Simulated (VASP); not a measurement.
The system is Sb.

```
Sb
1.0
     3.41333    0.00000    0.00000
    -1.70667    2.95603    0.00000
     0.00000    0.00000    5.40014
Sb
2
Direct
  0.33333 0.66667 0.25000
  0.66667 0.33333 0.75000
```

This cell differs from its parent crystal: functional lda, volume scaled by 1.04.

Base run:

```yaml
Program: VASP 6.6.1
Functional: LDA
Potentials_or_basis: VASP PAW LDA potentials, release 64 (Sb)
Cutoff: 400 eV
k_mesh: 12 × 12 × 7
Occupations: fermi-dirac, width 0.05 eV
Spin: no spin polarisation
```

Its results: band gap on the k mesh zero (band 5 reaches 12.01 eV, above the bottom of band 6 at 5.48 eV); pressure -3.7 GPa.

Task: The run is repeated on the same cell with these changes: functional from LDA to PBE; potentials or basis from VASP PAW LDA potentials, release 64 (Sb) to VASP PAW PBE potentials, release 64 (Sb); cutoff from 400 eV to 520 eV. What comes out?

Result: Band gap on the k mesh zero (band 5 reaches 12.20 eV, above the bottom of band 6 at 5.58 eV); pressure 0.2 GPa.

Caveats: spin-orbit coupling is left out, which moves the levels of the heavy elements.
